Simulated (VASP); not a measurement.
Ta3Os, 4 atoms in the cell. It takes space group Fm-3m (No. 225, cubic). Conventional cell: a = 6.446 Å, b = 6.446 Å, c = 6.446 Å, α = 90.00°, β = 90.00°, γ = 90.00°. Within 3.7 Å of Ta (site symmetry -43m) lie 10 Ta at 2.79 to 3.22 Å and 4 Os at 2.79 Å. Ta (site symmetry m-3m) has 8 Ta at 2.79 Å and 6 Os at 3.22 Å within 3.7 Å. Os (site symmetry m-3m) has 14 Ta at 2.79 to 3.22 Å within 3.7 Å. 

| Property | Result |
| --- | --- |
| Program | VASP 6.6.1 |
| Task | single point |
| Functional | PBEsol |
| Potentials or basis | VASP PAW PBE potentials, release 64 (Ta_pv, Os) |
| Cutoff | 520 eV |
| k mesh | 6 × 6 × 6 |
| Occupations | gaussian, width 0.05 eV |
| Spin | no spin polarisation |
| Dipole correction | no |
| Further INCAR settings | ALGO = Normal; EDIFF = 1e-07; NBANDS = 28 |

Potentials or basis: VASP PAW PBE potentials, release 64 (Ta_pv, Os).

The run is started by

```sh
$ cat potpaw_PBE.64/Ta_pv/POTCAR potpaw_PBE.64/Os/POTCAR > POTCAR
$ mpirun -np 1 vasp_std > vasp.out
```

Hardware: 1 thread of Intel(R) Xeon(R) Platinum 8488C (Sapphire Rapids), with other jobs on the host.

How long does it take, and how much memory?

Wall time 25 s on 1 thread of Intel(R) Xeon(R) Platinum 8488C (Sapphire Rapids), on a shared host, peak memory 0.2 GiB. Counts: scf iterations 15, k points 16.
